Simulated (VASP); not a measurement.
Ba, 1 atom in the cell. Symmetry: Im-3m, No. 229, cubic system. The conventional cell has a = 4.152 Å, b = 4.152 Å, c = 4.152 Å, α = 90.00°, β = 90.00°, γ = 90.00°. Ba (site symmetry m-3m) has 14 Ba at 3.60 to 4.15 Å within 4.7 Å. 

* Program: VASP 6.6.1
* Task: single point
* Functional: r2SCAN
* Potentials or basis: VASP PAW PBE potentials, release 64 (Ba_sv)
* Cutoff: 520 eV
* k mesh: 7 × 7 × 7
* Occupations: fermi-dirac, width 0.15 eV
* Spin: no spin polarisation
* Dipole correction: no
* Further INCAR settings: ALGO = Normal; EDIFF = 1e-07; NBANDS = 11

Potentials or basis: VASP PAW PBE potentials, release 64 (Ba_sv).

The run is started by

```console
$ cat potpaw_PBE.64/Ba_sv/POTCAR > POTCAR
$ cp INCAR.step1 INCAR
$ mpirun -np 1 vasp_std > vasp.out
$ cp INCAR.step2 INCAR
$ mpirun -np 1 vasp_std > vasp.out
```

Hardware: 1 thread of AMD EPYC 9R45 96-Core Processor (Zen 5), with other jobs on the host.

Problem. How long does it take, and how much memory?

Solution. It took 22 s on 1 thread of AMD EPYC 9R45 96-Core Processor (Zen 5), on a shared host, peak memory 0.14 GiB. Counts: k points 20.
